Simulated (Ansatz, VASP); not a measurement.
## One calculation of Sc, two programs

```xyz
2
Lattice="3.3311 0.0000 0.0000 -1.6656 2.8848 0.0000 0.0000 0.0000 5.1909" Properties=species:S:1:pos:R:3 pbc="T T T"
Sc    0.0000    1.9232    1.2977
Sc    1.6656    0.9616    3.8932
```

Alike in both runs: functional r2SCAN; k mesh 21 × 21 × 10; occupations gaussian, width 0.1 eV; no spin polarisation.

Ansatz relaxed the structure, and its values are those at the end. VASP's run is a single point on that final structure, the one shown.

|  | VASP | Ansatz |
| --- | --- | --- |
| version | VASP 6.6.1 | Ansatz 0.2.0 |
| potentials or method | VASP PAW PBE potentials, release 64 (Sc_sv), cutoff 520 eV | scalar-relativistic, plane waves, PAW |
| valence electrons in the cell | 22 | 22 |

```tsv
	VASP	Ansatz	Ansatz less VASP
gap on the k mesh at the Fermi level (eV)	none	none	-
pressure (GPa)	0.1	0.0	-0.12
```

VASP's potentials were made for PBE, not for r2SCAN. A gap of «none» marks a metal or a gap that the smearing closes.
